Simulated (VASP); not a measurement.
Here is a VASP 6.6.1 calculation.

The input INCAR:

```
PREC = Accurate
ENCUT = 520
EDIFF = 1E-6
ISMEAR = -1
SIGMA = 0.05
LREAL = F
LASPH = T
NELM = 60
ALGO = Normal
ISIF = 2
LWAVE = F
LCHARG = F
GGA = CA
NBANDS = 21
```

File KPOINTS:

```
regular mesh
0
Gamma
  14 14 8
```

The input POSCAR:

```
Pb
1.0
    3.4176055487      0.0000000000      0.0000000000
   -1.7088027744      2.9597332253      0.0000000000
    0.0000000000      0.0000000000      5.7026076494
Pb
2
Direct
    0.3333333333      0.6666666667      0.2500000000
    0.6666666667      0.3333333333      0.7500000000
```

Potentials or basis: VASP PAW LDA potentials, release 64 (Pb_d).

Command:

```sh
$ cat potpaw_LDA.64/Pb_d/POTCAR > POTCAR
$ mpirun -np 1 vasp_std > vasp.out
```

Task: What does it give for the pressure?

Result: 0.0 GPa.

Task: Estimate the band gap on the k mesh.

Result: Zero (bands 14 and 15 overlap by 7.91 eV).

Caveat: spin-orbit coupling is left out, which moves the levels of the heavy elements.
